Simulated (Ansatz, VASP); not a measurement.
# K in VASP and in Ansatz

```
K
1.0
     4.47783    0.00000    0.00000
    -2.23892    3.87792    0.00000
     0.00000    0.00000    4.21474
K
1
Direct
  0.00000 0.00000 0.00000
```

Alike in both runs: functional PBEsol; k mesh 15 × 15 × 14; occupations gaussian, width 0.1 eV; no spin polarisation.

Ansatz relaxed the structure, and its values are those at the end. VASP's run is a single point on that final structure, the one shown.

|  | VASP | Ansatz |
| --- | --- | --- |
| version | VASP 6.6.1 | Ansatz 0.2.0 |
| potentials or method | VASP PAW PBE potentials, release 64 (K_sv), cutoff 520 eV | scalar-relativistic, plane waves, PAW |
| valence electrons in the cell | 9 | 9 |

```csv
,VASP,Ansatz,Ansatz less VASP
gap on the k mesh at the Fermi level (eV),none,none,-
pressure (GPa),0.0,0.0,+0.01
```

VASP's potentials were made for PBE, not for PBEsol. A gap of «none» marks a metal or a gap that the smearing closes.
